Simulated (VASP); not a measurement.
Write the native input for VASP 6.6.1 that does the following.

```yaml
Task: single point
Functional: PBE
Potentials_or_basis: VASP PAW PBE potentials, release 64 (Na_pv)
Cutoff: 520 eV
k_mesh: 17 × 17 × 17
Occupations: fermi-dirac, width 0.1 eV
Spin: no spin polarisation
Dipole_correction: no
Further_INCAR_settings: ALGO = Normal; EDIFF = 1e-07; NBANDS = 10
```

The structure of Na lies in POSCAR:

```
Na
1.0
   -2.0701939162      2.0701939162      2.0701939162
    2.0701939162     -2.0701939162      2.0701939162
    2.0701939162      2.0701939162     -2.0701939162
Na
1
Direct
    0.0000000000      0.0000000000      0.0000000000
```

These files were run (other wordings do the same):

INCAR

```
ALGO = Normal ; EDIFF = 1E-7
ENCUT = 520 ; GGA = PE
ISIF = 2 ; ISMEAR = -1
LASPH = T ; LCHARG = T
LELF = T ; LREAL = F
LVHAR = T ; LWAVE = F
NBANDS = 10 ; NELM = 60
PREC = Accurate ; SIGMA = 0.1
```

KPOINTS

```
k-points
0
Gamma
  17 17 17
```

Potentials or basis: VASP PAW PBE potentials, release 64 (Na_pv).

Launch:

```console
$ cat potpaw_PBE.64/Na_pv/POTCAR > POTCAR
$ mpirun -np 1 vasp_std > vasp.out
```

Results of the run:

- Pressure: 0.4 GPa
- Band gap on the k mesh: zero (an odd number of electrons rules out a gap without spin polarisation)

Run time: 64 s on 1 thread of Intel Xeon 8259CL, with other jobs on the host, peak memory 0.18 GiB.
